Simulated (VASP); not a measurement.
The system is AlRu.

```
Ru Al
1.0
     2.97152    0.00000    0.00000
     0.00000    2.97152    0.00000
     0.00000    0.00000    2.97152
Ru Al
1 1
Cartesian
  1.4858 1.4858 1.4858
  0.0000 0.0000 0.0000
```

Base run:

- Program: VASP 6.6.1
- Functional: r2SCAN
- Potentials or basis: VASP PAW PBE potentials, release 64 (Ru_pv, Al)
- Cutoff: 520 eV
- k mesh: 9 × 9 × 9
- Occupations: fermi-dirac, width 0.05 eV
- Spin: no spin polarisation

Its results: pressure 2.6 GPa.

Q: After a change of settings the same cell gave: pressure 7.0 GPa. Which change was it?
A. functional from r2SCAN to PBEsol; further incar settings from ALGO = Normal; EDIFF = 1e-06; NBANDS = 16 to ALGO = Normal; EDIFF = 1e-07; NBANDS = 16
B. functional from r2SCAN to LDA; potentials or basis from VASP PAW PBE potentials, release 64 (Ru_pv, Al) to VASP PAW LDA potentials, release 64 (Ru_pv, Al)
C. functional from r2SCAN to PBE
D. functional from r2SCAN to PBEsol

A: C.

Caveats: the PAW data sets were made with another functional, which shifts forces and pressure a little (some runs).
